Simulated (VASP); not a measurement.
# ZnS (wurtzite type) (P6_3mc) in VASP: relaxation of cell and atoms with PBE

Aim: the relaxation of cell and atoms of ZnS (wurtzite type) with PBE.

Program: VASP 6.6.1. These are calculated values, not measurements. Logs are shortened: lines on timing, memory, paths and dates and some standing lists are left out, and cuts for length are marked.

## Step 1: The cell of the first run

Symmetry: P6_3mc, No. 186, hexagonal system. The conventional cell has a = 3.303 Å, b = 3.303 Å, c = 5.384 Å, α = 90.00°, β = 90.00°, γ = 120.00°. Within 2.7 Å of Zn (site symmetry 3m) lie 4 S at 2.02 Å. S (site symmetry 3m) has 4 Zn at 2.02 Å within 2.7 Å.

## Step 2: Relaxation of cell and atoms, PBE, target pressure 68 GPa, at which the enthalpy is minimised

Contents of INCAR:

```
SYSTEM = ZnS
ALGO = Normal
EDIFF = 1E-6
EDIFFG = -0.005
ENCUT = 600
GGA = PE
IBRION = 2
ISIF = 3
ISMEAR = -1
LASPH = .True.
LCHARG = .False.
LREAL = .False.
LWAVE = .False.
NELM = 80
NSW = 60
PREC = Accurate
PSTRESS = 680.0
SIGMA = 0.08
```

Contents of KPOINTS:

```
k-points
0
Gamma
  11 11 6
  0 0 0
```

Contents of POSCAR:

```
ZnS
1.0
    3.3030759100      0.0000000000      0.0000000000
   -1.6515379550      2.8605476486      0.0000000000
    0.0000000000      0.0000000000      5.3840137332
Zn S
2 2
Direct
    0.3333333333      0.6666666667      0.0000000000
    0.6666666667      0.3333333333      0.5000000000
    0.3333333333      0.6666666667      0.3760000000
    0.6666666667      0.3333333333      0.8760000000
```

Potentials or basis: VASP PAW PBE potentials, release 64 (Zn, S).

Command:

```console
$ cat potpaw_PBE.64/Zn/POTCAR potpaw_PBE.64/S/POTCAR > POTCAR
$ mpirun -np 1 vasp_std > vasp.out
```

OUTCAR:

```text
SYSTEM = ZnS
   EDIFF = 1E-6
   EDIFFG = -0.005
   ENCUT = 600
   GGA = PE
   IBRION = 2
   ISIF = 3
   ISMEAR = -1
   LASPH = .True.
   LREAL = .False.
   NELM = 80
   NSW = 60
   PREC = Accurate
   PSTRESS = 680.0

 ion  position               nearest neighbor table
   1  0.333  0.667  0.000-   4 2.02   4 2.02   4 2.02   3 2.02
   2  0.667  0.333  0.500-   3 2.02   3 2.02   3 2.02   4 2.02
   3  0.333  0.667  0.376-   2 2.02   2 2.02   2 2.02   1 2.02
   4  0.667  0.333  0.876-   1 2.02   1 2.02   1 2.02   2 2.02

  LATTYP: Found a hexagonal cell.
 ALAT       =     3.3030759100
 C/A-ratio  =     1.6300000000

  Lattice vectors:

 A1 = (   3.3030759100,   0.0000000000,   0.0000000000)
 A2 = (  -1.6515379550,   2.8605476486,   0.0000000000)
 A3 = (   0.0000000000,   0.0000000000,   5.3840137332)

Analysis of symmetry for initial positions (statically):
=====================================================================
 Subroutine PRICEL returns:
 Original cell was already a primitive cell.

 Routine SETGRP: Setting up the symmetry group for a
 hexagonal supercell.

 Subroutine GETGRP returns: Found 12 space group operations
 (whereof  6 operations were pure point group operations)
 out of a pool of 24 trial point group operations.

The static configuration has the point symmetry C_3v.
 The point group associated with its full space group is C_6v.

Analysis of symmetry for dynamics (positions and initial velocities):
=====================================================================
 Subroutine PRICEL returns:
 Original cell was already a primitive cell.

 Routine SETGRP: Setting up the symmetry group for a
 hexagonal supercell.

 Subroutine GETGRP returns: Found 12 space group operations
 (whereof  6 operations were pure point group operations)
 out of a pool of 24 trial point group operations.

The dynamic configuration has the point symmetry C_3v.
 The point group associated with its full space group is C_6v.

 Subroutine INISYM returns: Found 12 space group operations
 (whereof  6 operations are pure point group operations),
 and found     1 'primitive' translations

----------------------------------------------------------------------------------------

                                     Primitive cell

  volume of cell :      50.8714

  direct lattice vectors                    reciprocal lattice vectors
     3.303075910  0.000000000  0.000000000     0.302748113  0.174791705  0.000000000
    -1.651537955  2.860547649  0.000000000     0.000000000  0.349583409  0.000000000
     0.000000000  0.000000000  5.384013733     0.000000000  0.000000000  0.185735039

  length of vectors
     3.303075910  3.303075910  5.384013733     0.349583409  0.349583409  0.185735039

  position of ions in fractional coordinates (direct lattice)
     0.333333333  0.666666667  0.000000000
     0.666666667  0.333333333  0.500000000
     0.333333333  0.666666667  0.376000000
     0.666666667  0.333333333  0.876000000

  ion indices of the primitive-cell ions
   primitive index   ion index
                 1           1
                 2           2
                 3           3
                 4           4

----------------------------------------------------------------------------------------

 KPOINTS: k-points

Automatic generation of k-mesh.
 Grid dimensions read from file:
 generate k-points for:   11   11    6

 Generating k-lattice:

  Cartesian coordinates                     Fractional coordinates (reciprocal lattice)
     0.027522556  0.015890155  0.000000000     0.090909091  0.000000000  0.000000000
     0.000000000  0.031780310  0.000000000     0.000000000  0.090909091  0.000000000
     0.000000000  0.000000000  0.030955840     0.000000000  0.000000000  0.166666667

  Length of vectors
     0.031780310  0.031780310  0.030955840

  Shift w.r.t. Gamma in fractional coordinates (k-lattice)
     0.000000000  0.000000000  0.000000000

 Subroutine IBZKPT returns following result:
 ===========================================

 Found     64 irreducible k-points:

 Following reciprocal coordinates:
            Coordinates               Weight
  0.000000  0.000000  0.000000      1.000000
  0.090909  0.000000  0.000000      6.000000
  0.181818  0.000000  0.000000      6.000000
  0.272727  0.000000  0.000000      6.000000
  0.363636  0.000000  0.000000      6.000000
  0.454545  0.000000  0.000000      6.000000
[... 16 lines left out ...]
  0.090909  0.090909  0.166667     12.000000
  0.181818  0.090909  0.166667     24.000000
 [... further k-points ...]
   k-points           NKPTS =     64   k-points in BZ     NKDIM =     64   number of bands    NBANDS=     22
   number of dos      NEDOS =    301   number of ions     NIONS =      4
   total plane-waves  NPLWV =  37632
   dimension x,y,z NGX =    28 NGY =   28 NGZ =   48
   dimension x,y,z NGXF=    56 NGYF=   56 NGZF=   96
   ions per type =               2   2
   NGX,Y,Z   is equivalent  to a cutoff of  14.09, 14.09, 14.82 a.u.
   NGXF,Y,Z  is equivalent  to a cutoff of  28.19, 28.19, 29.64 a.u.
 SYSTEM =  ZnS
   PREC   = accura    normal or accurate (medium, high low for compatibility)
   ISTART =      0    job   : 0-new  1-cont  2-samecut
   ICHARG =      2    charge: 1-file 2-atom 10-const
   ISPIN  =      1    spin polarized calculation?
   LNONCOLLINEAR =      F non collinear calculations
   LSORBIT =      F    spin-orbit coupling
   LASPH  =      T    aspherical Exc in radial PAW
   ENCUT  =  600.0 eV  44.10 Ry    6.64 a.u.   6.60  6.60 10.75*2*pi/ulx,y,z
   NELM   =     80;   NELMIN=  2; NELMDL= -5     # of ELM steps
   EDIFF  = 0.1E-05   stopping-criterion for ELM
   LREAL  =      F    real-space projection
   EDIFFG = -.5E-02   stopping-criterion for IOM
   NSW    =     60    number of steps for IOM
   IBRION =      2    ionic relax: 0-MD 1-quasi-New 2-CG
   NFREE  =      1    steps in history (QN), initial steepest desc. (CG)
   ISIF   =      3    stress and relaxation
   ISYM   =      2    0-nonsym 1-usesym 2-fastsym
   POTIM  = 0.5000    time-step for ionic-motion
   TEBEG  =    0.0;   TEEND  =   0.0 temperature during run
   PSTRESS=  680.0 pullay stress
   NELECT =      36.0000    total number of electrons
   NUPDOWN=      -1.0000    fix difference up-down
   EMIN   =  10.00;   EMAX   =-10.00  energy-range for DOS
   EFERMI =   0.00;   METHOD = LEGACY
   ISMEAR =    -1;   SIGMA  =   0.08  broadening in eV -4-tet -1-fermi 0-gaus
   EFERMI_NEDOS =   21; number of points for ismear=-14 and -15
   IALGO  =     38    algorithm
   IMIX   =      4    mixing-type and parameters
     AMIX     =   0.40;   BMIX     =  1.00
     AMIX_MAG =   1.60;   BMIX_MAG =  1.00
  volume/ion in A,a.u.               =      12.72        85.82
  Fermi-wavevector in a.u.,A,eV,Ry     =   1.458874  2.756872 28.957450  2.128313
  Thomas-Fermi vector in A             =   2.575507
   LORBIT       =      0    0 simple, 1 ext, 2 COOP (PROOUT), +10 PAW based schemes
   GGA     = PE    functional components
   LHFCALC =     F    Hartree Fock is set to
   AEXX    =    0.0000 exact exchange contribution
   IVDW    =     0    specifies the selected vdW correction
   LEPSILON=     F    determine dielectric tensor
   LRPA    =     F    only Hartree local field effects (RPA)
 conjugate gradient relaxation of ions
 non-spin polarized calculation
  energy-cutoff  :      600.00
  volume of cell :       50.87
 maximum number of plane-waves:      1737
 NGX is ok and might be reduce to    28
   NGX = 13   NGY = 13   NGZ = 21

--------------------------------------- Ionic step        1  -------------------------------------------

 number of electron      36.0000002 magnetization

 Free energy of the ion-electron system (eV)
  ---------------------------------------------------
  ext. energy  EPLUGINS =         0.00000000
  ---------------------------------------------------
  free energy    TOTEN  =        -8.17953896 eV

  energy without entropy =       -8.17953895  energy(sigma->0) =       -8.17953895

------------------------ aborting loop because EDIFF is reached ----------------------------------------

  FORCE on cell =-STRESS in cart. coord.  units (eV):
  Direction    XX          YY          ZZ          XY          YZ          ZX
  --------------------------------------------------------------------------------------
  -------------------------------------------------------------------------------------
  Total       27.9443274     27.9443274     28.8804086      0.0000000     -0.0000000      0.0000000
  in kB      880.0965990    880.0965989    909.5781430      0.0000000     -0.0000000      0.0000000
  external PRESSURE =     209.9237803 kB  Pullay stress =     680.0000000 kB
[... 25 lines left out ...]
  enthalpy is  TOTEN    =        13.4114348305 eV   P V=       21.5909737881

--------------------------------------- Ionic step        2  -------------------------------------------

 number of electron      35.9999979 magnetization

 E-fermi :   5.8630     XC(G=0): -10.6360

 val. band max:        4.3246200844   @ k =   0.0000   0.0000   0.0000
 cond. band min:       7.4789229877   @ k =   0.0000   0.0000   0.0000
 fundamental gap:      3.1543029033
 Fermi energy:         5.8629632847

 k-point     1 :       0.0000    0.0000    0.0000
  band No.  band energies     occupation
      1     -10.5351      2.00000
      2      -9.1807      2.00000
      3      -3.1170      2.00000
      4      -3.0831      2.00000
      5      -3.0831      2.00000
      6      -2.9652      2.00000
[... 662 lines left out ...]
  FREE ENERGIE OF THE ION-ELECTRON SYSTEM (eV)
  ---------------------------------------------------
  free  energy   TOTEN  =        -9.8291359889 eV

  energy  without entropy=       -9.8291359875  energy(sigma->0) =       -9.82913599

  enthalpy is  TOTEN    =        13.2090496391 eV   P V=       23.0381856280

[... ionic steps 4 to 42 ...]

--------------------------------------- Ionic step       43  -------------------------------------------

 number of electron      36.0000005 magnetization

------------------------ aborting loop because EDIFF is reached ----------------------------------------

  FORCE on cell =-STRESS in cart. coord.  units (eV):
  Direction    XX          YY          ZZ          XY          YZ          ZX
  --------------------------------------------------------------------------------------
  -------------------------------------------------------------------------------------
  Total       22.7695338     22.7695337     22.7527009      0.0000000     -0.0000000      0.0000000
  in kB      680.1290048    680.1290015    679.6262041      0.0000000     -0.0000000      0.0000000
  external PRESSURE =      -0.0385965 kB  Pullay stress =     680.0000000 kB
[... 65 lines left out ...]
  enthalpy is  TOTEN    =        13.1604079893 eV   P V=       22.7652155749

--------------------------------------- Ionic step       45  -------------------------------------------

 number of electron      36.0000006 magnetization

 Free energy of the ion-electron system (eV)
  ---------------------------------------------------
  ext. energy  EPLUGINS =         0.00000000
  ---------------------------------------------------
  free energy    TOTEN  =        -9.60481112 eV

  energy without entropy =       -9.60481088  energy(sigma->0) =       -9.60481100

 E-fermi :   7.8372     XC(G=0): -11.5931

 val. band max:        6.9024669678   @ k =   0.0000   0.0000   0.0000
 cond. band min:       8.7893360870   @ k =   0.3636   0.2727   0.0000
 fundamental gap:      1.8868691192
 Fermi energy:         7.8371860284

 k-point     1 :       0.0000    0.0000    0.0000
  band No.  band energies     occupation
      1     -10.0100      2.00000
      2      -8.4081      2.00000
      3      -2.3260      2.00000
      4      -2.3032      2.00000
      5      -1.9580      2.00000
      6      -1.9580      2.00000
[... 622 lines left out ...]
  FREE ENERGIE OF THE ION-ELECTRON SYSTEM (eV)
  ---------------------------------------------------
  free  energy   TOTEN  =        -9.6048111246 eV

  energy  without entropy=       -9.6048108757  energy(sigma->0) =       -9.60481100

  enthalpy is  TOTEN    =        13.1604063879 eV   P V=       22.7652175125

 reached required accuracy - stopping structural energy minimisation
```

Run time: 15 min. Hardware: 1 thread of AMD EPYC 9R45 (Zen 5), shared host; peak memory 0.21 GiB.

Results:

- Free energy: -9.6048 eV
- Relaxed volume: 13.41 Å³/atom
- Relaxed cell: a = 3.260 Å, b = 3.260 Å, c = 5.829 Å, α = 90.00°, β = 90.00°, γ = 120.00°
- Space group after relaxing (to 0.1 Å): P6_3mc (No. 186)
- Energy change on relaxing (the run minimises the enthalpy): -356.3 meV/atom
- Ionic steps: 45
- Pressure after relaxing: 68.0 GPa
- Band gap on the k mesh: 1.89 eV (least direct gap 3.05 eV)

Forces in eV/Å, atoms in the order of the input:
```
Zn   0.000  0.000  0.003
Zn   0.000  0.000  0.003
S    0.000  0.000 -0.003
S    0.000  0.000 -0.003
```

The path:
| step | energy change (eV) | largest force (eV/Å) | pressure (GPa) | volume (Å³) |
| --- | --- | --- | --- | --- |
| 1 | 0.0000 | 0.1592 | 88.99 | 50.87 |
| 3 | -1.6496 | 0.1225 | 66.64 | 54.28 |
| 5 | -1.5353 | 0.1242 | 68.23 | 54.01 |
| 7 | -1.5312 | 0.3317 | 68.21 | 53.95 |
| 9 | -1.4787 | 0.5235 | 67.87 | 53.80 |
| 11 | -1.4717 | 0.3024 | 67.42 | 53.76 |
| 13 | -1.4603 | 0.1041 | 67.14 | 53.72 |
| 15 | -1.4450 | 0.0811 | 67.47 | 53.69 |
| 17 | -1.3757 | 0.0212 | 68.63 | 53.52 |
| 19 | -1.3991 | 0.0101 | 68.20 | 53.58 |
| 21 | -1.4105 | 0.0139 | 68.08 | 53.60 |
| 23 | -1.4137 | 0.0209 | 68.04 | 53.61 |
| 25 | -1.4175 | 0.0123 | 68.01 | 53.62 |
| 27 | -1.4218 | 0.0058 | 67.93 | 53.63 |
| 29 | -1.4216 | 0.0065 | 67.94 | 53.63 |
| 31 | -1.4196 | 0.0020 | 68.05 | 53.62 |
| 33 | -1.4210 | 0.0002 | 67.96 | 53.63 |
| 35 | -1.4270 | 0.0106 | 67.91 | 53.64 |
| 37 | -1.4263 | 0.0099 | 67.97 | 53.64 |
| 39 | -1.4233 | 0.0042 | 68.07 | 53.63 |
| 41 | -1.4249 | 0.0065 | 68.00 | 53.64 |
| 43 | -1.4253 | 0.0072 | 68.00 | 53.64 |
| 45 | -1.4253 | 0.0027 | 68.00 | 53.64 |

Final structure:
```yaml
crystal:
  lattice:
    - [3.25979, 0.00000, 0.00000]
    - [-1.62990, 2.82306, 0.00000]
    - [0.00000, 0.00000, 5.82858]
  atoms:
    - { symbol: Zn, position: [0.33333, 0.66667, 0.01311] }
    - { symbol: Zn, position: [0.66667, 0.33333, 0.51311] }
    - { symbol: S, position: [0.33333, 0.66667, 0.36289] }
    - { symbol: S, position: [0.66667, 0.33333, 0.86289] }
```

Caveat: the cell is relaxed towards a set pressure, so the run minimises the enthalpy, not the energy. A k mesh can miss the band edges.
